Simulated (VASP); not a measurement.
A run of VASP 6.6.1 is set up as follows.

Contents of POSCAR:

```
Ag
1.0
    3.3665913529      0.0000000000      0.0000000000
    0.0000000000      3.3665913529      0.0000000000
    0.0000000000      0.0000000000      3.0668597603
Ag
2
Direct
    0.0000000000      0.0000000000      0.0000000000
    0.5000000000      0.5000000000      0.5000000000
```

File INCAR.step1:

```
PREC = Accurate
ENCUT = 520
ISMEAR = 0
SIGMA = 0.1
LREAL = False
LASPH = True
NELM = 100
NBANDS = 18
GGA = PE
ALGO = Normal
EDIFF = 1E-4
LWAVE = True
LCHARG = False
```

The input INCAR.step2:

```
PREC = Accurate
ENCUT = 520
EDIFF = 1E-7
ISMEAR = 0
SIGMA = 0.1
LREAL = False
LASPH = True
NELM = 100
ALGO = Normal
ISIF = 2
LWAVE = False
LCHARG = True
METAGGA = R2SCAN
LMIXTAU = True
LELF = True
LVHAR = True
NBANDS = 18
ISTART = 1
```

Contents of KPOINTS:

```
Automatic mesh
0
Gamma
  16 16 16
```

Potentials or basis: VASP PAW PBE potentials, release 64 (Ag).

Run with:

```sh
$ cat potpaw_PBE.64/Ag/POTCAR > POTCAR
$ cp INCAR.step1 INCAR
$ mpirun -np 1 vasp_std > vasp.out
$ cp INCAR.step2 INCAR
$ mpirun -np 1 vasp_std > vasp.out
```

Problem. Estimate the pressure.

Solution. 0.4 GPa.

Problem. Estimate the band gap on the k mesh.

Solution. Zero (bands 11 and 12 overlap by 8.35 eV).

Stress tensor (GPa, compression positive):
```
0.56 0.00 0.00
0.00 0.56 0.00
0.00 0.00 0.13
```

Caveat: the cell differs from its parent crystal (biaxial strain in the a-b plane: +3.0 %, then relaxed in part); the PAW data sets were made with another functional, which shifts forces and pressure a little.
